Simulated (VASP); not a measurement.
A run of VASP 6.6.1 is set up as follows.

Contents of INCAR:

```
PREC = Accurate
ENCUT = 600
EDIFF = 1E-8
ISMEAR = -1
SIGMA = 0.08
LREAL = F
LASPH = T
NELM = 60
ALGO = Normal
ISIF = 3
LWAVE = F
LCHARG = F
GGA = PS
IBRION = 6
NFREE = 2
POTIM = 0.015
NSW = 1
```

KPOINTS

```
regular mesh
0
Gamma
  16 16 12
```

The input POSCAR:

```
HfB2
1.0
    3.1278077826      0.0000000000      0.0000000000
   -1.5639038913      2.7087609979      0.0000000000
    0.0000000000      0.0000000000      3.4462501325
Hf B
1 2
Direct
    0.0000000000      0.0000000000      0.0000000000
    0.3333333333      0.6666666667      0.5000000000
    0.6666666667      0.3333333333      0.5000000000
```

Potentials or basis: VASP PAW PBE potentials, release 64 (Hf_pv, B).

Run with:

```sh
$ cat potpaw_PBE.64/Hf_pv/POTCAR potpaw_PBE.64/B/POTCAR > POTCAR
$ mpirun -np 1 vasp_std > vasp.out
```

Problem. Predict the Voigt bulk modulus.

Solution. 266 GPa.

Problem. What does it give for the highest phonon frequency at Γ?

Solution. 822 cm⁻¹.

Elastic tensor in Voigt notation (GPa, in the Cartesian axes of the cell as first typed):
```
627  64 135   0   0   0
 64 627 135   0   0   0
135 135 475   0   0   0
  0   0   0 279   0   0
  0   0   0   0 279   0
  0   0   0   0   0 282
```

Caveat: the PAW data sets were made with another functional, which shifts forces and pressure a little.
